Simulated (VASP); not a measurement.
# Cs3Ag (P6_3/mcm) in VASP: single point with PBE

Aim: the single point of Cs3Ag with PBE.

All numbers are computed with VASP 6.6.1; they aren't measurements. Logs are shortened: lines on timing, memory, paths and dates and some standing lists are left out, and cuts for length are marked.

## 1. The cell of the first run

It takes space group P6_3/mcm (No. 193, hexagonal). The conventional cell has a = 11.091 Å, b = 11.091 Å, c = 5.801 Å, α = 90.00°, β = 90.00°, γ = 120.00°. Cs (site symmetry m2m) has 3 Ag at 3.59 to 4.62 Å and 6 Cs at 4.62 to 4.87 Å within 4.9 Å. Within 3.8 Å of Ag (site symmetry -62m) lie 2 Ag at 2.90 Å and 3 Cs at 3.59 Å.

The cell was generated, and may not be a known phase.

## 2. Single point, PBE

INCAR

```
SYSTEM = Cs3Ag
PREC = Accurate ; ENCUT = 520
EDIFF = 1E-6 ; ISMEAR = 0
SIGMA = 0.1 ; LREAL = .False.
LASPH = .True. ; NELM = 80
ALGO = Fast ; ISIF = 2
LWAVE = .False. ; LCHARG = .True.
GGA = PE ; LELF = .True.
LVHAR = .True. ; NBANDS = 48
```

KPOINTS

```
regular mesh
0
Gamma
  3 3 4
  0 0 0
```

POSCAR

```
Cs3Ag
1.0
   11.0911085098      0.0000000000      0.0000000000
   -5.5455542549      9.6051817256      0.0000000000
    0.0000000000      0.0000000000      5.8011727780
Cs Ag
6 2
Direct
    0.3236857263      0.0000000000      0.2500000000
    0.0000000000      0.3236857263      0.2500000000
    0.6763142737      0.6763142737      0.2500000000
    0.6763142737      0.0000000000      0.7500000000
    0.3236857263      0.3236857263      0.7500000000
    0.0000000000      0.6763142737      0.7500000000
    0.0000000000      0.0000000000      0.2500000000
    0.0000000000      0.0000000000      0.7500000000
```

Potentials or basis: VASP PAW PBE potentials, release 64 (Cs_sv, Ag).

Launch:

```
$ cat potpaw_PBE.64/Cs_sv/POTCAR potpaw_PBE.64/Ag/POTCAR > POTCAR
$ mpirun -np 1 vasp_std > vasp.out
```

OUTCAR:

```text
SYSTEM = Cs3Ag
   PREC = Accurate
   ENCUT = 520
   EDIFF = 1E-6
   ISMEAR = 0
   LREAL = .False.
   LASPH = .True.
   NELM = 80
   ISIF = 2
   GGA = PE

 ion  position               nearest neighbor table
   1  0.324  0.000  0.250-
   2  0.000  0.324  0.250-
   3  0.676  0.676  0.250-
   4  0.676  0.000  0.750-
   5  0.324  0.324  0.750-
   6  0.000  0.676  0.750-
   7  0.000  0.000  0.250-   8 2.90   8 2.90
   8  0.000  0.000  0.750-   7 2.90   7 2.90

  LATTYP: Found a hexagonal cell.
 ALAT       =    11.0911085098
 C/A-ratio  =     0.5230471574

  Lattice vectors:

 A1 = (  11.0911085098,   0.0000000000,   0.0000000000)
 A2 = (  -5.5455542549,   9.6051817256,   0.0000000000)
 A3 = (   0.0000000000,   0.0000000000,   5.8011727780)

Analysis of symmetry for initial positions (statically):
=====================================================================
 Subroutine PRICEL returns:
 Original cell was already a primitive cell.

 Routine SETGRP: Setting up the symmetry group for a
 hexagonal supercell.

 Subroutine GETGRP returns: Found 24 space group operations
 (whereof 12 operations were pure point group operations)
 out of a pool of 24 trial point group operations.

The static configuration has the point symmetry D_3d.
 The point group associated with its full space group is D_6h.

Analysis of symmetry for dynamics (positions and initial velocities):
=====================================================================
 Subroutine PRICEL returns:
 Original cell was already a primitive cell.

 Routine SETGRP: Setting up the symmetry group for a
 hexagonal supercell.

 Subroutine GETGRP returns: Found 24 space group operations
 (whereof 12 operations were pure point group operations)
 out of a pool of 24 trial point group operations.

The dynamic configuration has the point symmetry D_3d.
 The point group associated with its full space group is D_6h.

 Subroutine INISYM returns: Found 24 space group operations
 (whereof 12 operations are pure point group operations),
 and found     1 'primitive' translations

----------------------------------------------------------------------------------------

                                     Primitive cell

  volume of cell :     618.0112
[... 87 lines left out ...]
   EDIFFG = 0.1E-04   stopping-criterion for IOM
   NSW    =      0    number of steps for IOM
   IBRION =     -1    ionic relax: 0-MD 1-quasi-New 2-CG
   NFREE  =      0    steps in history (QN), initial steepest desc. (CG)
   ISIF   =      2    stress and relaxation
   ISYM   =      2    0-nonsym 1-usesym 2-fastsym
   POTIM  = 0.5000    time-step for ionic-motion
   TEBEG  =    0.0;   TEEND  =   0.0 temperature during run
   PSTRESS=    0.0 pullay stress
   NELECT =      76.0000    total number of electrons
   NUPDOWN=      -1.0000    fix difference up-down
   EMIN   =  10.00;   EMAX   =-10.00  energy-range for DOS
   EFERMI =   0.00;   METHOD = LEGACY
   ISMEAR =     0;   SIGMA  =   0.10  broadening in eV -4-tet -1-fermi 0-gaus
   EFERMI_NEDOS =   21; number of points for ismear=-14 and -15
   IALGO  =     68    algorithm
   IMIX   =      4    mixing-type and parameters
     AMIX     =   0.40;   BMIX     =  1.00
     AMIX_MAG =   1.60;   BMIX_MAG =  1.00
  volume/ion in A,a.u.               =      77.25       521.32
  Fermi-wavevector in a.u.,A,eV,Ry     =   0.814105  1.538436  9.017498  0.662767
  Thomas-Fermi vector in A             =   1.923952
   LORBIT       =      0    0 simple, 1 ext, 2 COOP (PROOUT), +10 PAW based schemes
   GGA     = PE    functional components
   LHFCALC =     F    Hartree Fock is set to
   AEXX    =    0.0000 exact exchange contribution
   IVDW    =     0    specifies the selected vdW correction
   LEPSILON=     F    determine dielectric tensor
   LRPA    =     F    only Hartree local field effects (RPA)
 non-spin polarized calculation
 RMM-DIIS sequential band-by-band and
 Gauss-broadening in eV      SIGMA  =   0.10
  energy-cutoff  :      520.00
  volume of cell :      618.01
 maximum number of plane-waves:     16695
 NGX is ok and might be reduce to    84
   NGX = 41   NGY = 41   NGZ = 21

 number of electron      75.9999996 magnetization

 Free energy of the ion-electron system (eV)
  ---------------------------------------------------
  ext. energy  EPLUGINS =         0.00000000
  ---------------------------------------------------
  free energy    TOTEN  =        -9.92884417 eV

  energy without entropy =       -9.89303282  energy(sigma->0) =       -9.91093850

 E-fermi :   1.2465     XC(G=0):  -6.1659

 val. band max:        1.2407195086   @ k =   0.3333   0.0000   0.5000
 cond. band min:       1.2944945295   @ k =   0.0000   0.0000   0.5000
 fundamental gap:      0.0537750208
 Fermi energy:         1.2465362959

 k-point     1 :       0.0000    0.0000    0.0000
  band No.  band energies     occupation
      1     -22.5323      2.00000
      2     -22.5128      2.00000
      3     -22.5128      2.00000
      4     -22.5042      2.00000
      5     -22.5042      2.00000
      6     -22.4855      2.00000
[... 448 lines left out ...]
     47       2.8677      0.00000
     48       2.8722      0.00000

------------------------ aborting loop because EDIFF is reached ----------------------------------------

  FORCE on cell =-STRESS in cart. coord.  units (eV):
  Direction    XX          YY          ZZ          XY          YZ          ZX
  --------------------------------------------------------------------------------------
  -------------------------------------------------------------------------------------
  Total        0.8504072      0.8504072      0.1688631      0.0000000      0.0000000     -0.0000000
  in kB        2.2046577      2.2046577      0.4377731      0.0000000      0.0000000     -0.0000000
  external PRESSURE =       1.6156962 kB  Pullay stress =       0.0000000 kB

 VOLUME and BASIS-vectors are now :
 -----------------------------------------------------------------------------
  energy-cutoff  :      520.00
  volume of cell :      618.01
      direct lattice vectors                 reciprocal lattice vectors
    11.091108510  0.000000000  0.000000000     0.090162313  0.052055236  0.000000000
    -5.545554255  9.605181726  0.000000000     0.000000000  0.104110472  0.000000000
     0.000000000  0.000000000  5.801172778     0.000000000  0.000000000  0.172378938

 POSITION                                       TOTAL-FORCE (eV/Angst)
 -----------------------------------------------------------------------------------
      3.59003      0.00000      1.45029        -0.003944      0.000000     -0.000000
     -1.79502      3.10906      1.45029         0.001972     -0.003416     -0.000000
      3.75054      6.49612      1.45029         0.001972      0.003416     -0.000000
      7.50107      0.00000      4.35088         0.003944     -0.000000     -0.000000
      1.79502      3.10906      4.35088        -0.001972     -0.003416     -0.000000
     -3.75054      6.49612      4.35088        -0.001972      0.003416     -0.000000
      0.00000      0.00000      1.45029         0.000000      0.000000      0.000000
      0.00000      0.00000      4.35088         0.000000     -0.000000      0.000000
 -----------------------------------------------------------------------------------
    total drift:                                0.000000      0.000000      0.000000

  FREE ENERGIE OF THE ION-ELECTRON SYSTEM (eV)
  ---------------------------------------------------
  free  energy   TOTEN  =        -9.9288441712 eV

  energy  without entropy=       -9.8930328221  energy(sigma->0) =       -9.91093850
```

stdout:

```text
POSCAR found type information on POSCAR CsAg
 POSCAR found :  2 types and       8 ions
 scaLAPACK will be used
 LDA part: xc-table for (Slater+PW92), standard interpolation
 POSCAR, INCAR and KPOINTS ok, starting setup
 FFT: planning ... GRIDC
 FFT: planning ... GRID_SOFT
 FFT: planning ... GRID
 WAVECAR not read
 entering main loop
```

Run time: 4.8 min. Hardware: 1 thread of Intel Xeon 6975P-C (Granite Rapids), shared host; peak memory 0.81 GiB.

Results:

```
Free energy            : -9.9288 eV
Pressure               : 0.2 GPa
Largest force          : 0.004 eV/Å
Band gap on the k mesh : zero (bands 38 and 39 overlap by 0.31 eV)
```

Forces on the atoms (eV/Å):
```
Cs  -0.004  0.000  0.000
Cs   0.002 -0.003  0.000
Cs   0.002  0.003  0.000
Cs   0.004  0.000  0.000
Cs  -0.002 -0.003  0.000
Cs  -0.002  0.003  0.000
Ag   0.000  0.000  0.000
Ag   0.000  0.000  0.000
```

Levels at points of the mesh, in eV from the Fermi level:
```tsv
k point	band 34	band 35	band 36	band 37	band 38	band 39	band 40	band 41	band 42	band 43
(0.00, 0.00, 0.00)	-3.39	-3.04	-1.08	-0.18	-0.18	0.07	0.07	0.16	0.42	0.82
(0.00, 0.00, 0.50)	-4.05	-2.03	-2.03	0.05	0.05	0.75	0.75	0.76	0.77	0.85
```

Caveat: spin-orbit coupling is left out, which moves the levels of the heavy elements.

The gap in the log of VASP goes by the Fermi energy; the results here count the filled bands.